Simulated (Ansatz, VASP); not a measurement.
# Two plane-wave programs on BaTiO3

```
Ba Ti O
1.0
     3.98550    0.00000    0.00000
     0.00000    2.83690    2.84515
     0.00000   -2.83690    2.84515
Ba Ti O
1 1 3
Direct
  0.00000 0.00000 0.00000
  0.50000 0.51240 0.51240
  0.00000 0.48740 0.48740
  0.50000 0.50524 0.99184
  0.50000 0.99184 0.50524
```

Alike in both runs: task single point; functional r2SCAN; k mesh 6 × 6 × 6; no spin polarisation.

|  | VASP | Ansatz |
| --- | --- | --- |
| version | VASP 6.6.1 | Ansatz 0.2.0 |
| potentials or method | VASP PAW PBE potentials, release 64 (Ba_sv, Ti_sv, O), cutoff 520 eV | plane waves, PAW |
| occupations | gaussian, width 0.01 eV | fixed |
| valence electrons in the cell | 40 | 40 |

Ansatz gave:

| Item | Value |
| --- | --- |
| gap on the k mesh at the Fermi level (eV) | 2.26 |

Task: Which values does VASP return?

Result: gap on the k mesh at the Fermi level (eV): 2.24.

VASP's potentials were made for PBE, not for r2SCAN.

Spin-orbit coupling is off throughout.
